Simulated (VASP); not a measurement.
Set up this calculation in VASP 6.6.1, as the native input.

```
Task                   : single point
Functional             : PBEsol
Potentials or basis    : VASP PAW PBE potentials, release 64 (Au)
Cutoff                 : 500 eV
k mesh                 : 10 × 10 × 10
Occupations            : gaussian, width 0.1 eV
Spin                   : no spin polarisation
Dipole correction      : no
Further INCAR settings : ALGO = Normal; EDIFF = 1e-06; NBANDS = 12
```

The structure of Au lies in POSCAR:

```
Au
1.0
    0.0000000000      1.9123102427      1.9123102427
    1.9123102427      0.0000000000      1.9123102427
    1.9123102427      1.9123102427      0.0000000000
Au
1
Direct
    0.0000000000      0.0000000000      0.0000000000
```

One way to write it, as run:

INCAR

```
PREC = Accurate
ENCUT = 500
EDIFF = 1E-6
ISMEAR = 0
SIGMA = 0.1
LREAL = False
LASPH = True
NELM = 120
ALGO = Normal
ISIF = 2
LWAVE = False
LCHARG = False
GGA = PS
NBANDS = 12
GGA_COMPAT = False
```

KPOINTS

```
Automatic mesh
0
Gamma
  10 10 10
```

Potentials or basis: VASP PAW PBE potentials, release 64 (Au).

Run with:

```sh
$ cat potpaw_PBE.64/Au/POTCAR > POTCAR
$ mpirun -np 1 vasp_std > vasp.out
```

Results of the run:

```json
{
  "Pressure": "59.7 GPa"
}
```

Caveat: the PAW data sets were made with another functional, which shifts forces and pressure a little.

It took 12 s on 1 thread of Intel Xeon 8259CL (shared host), peak memory 0.13 GiB.
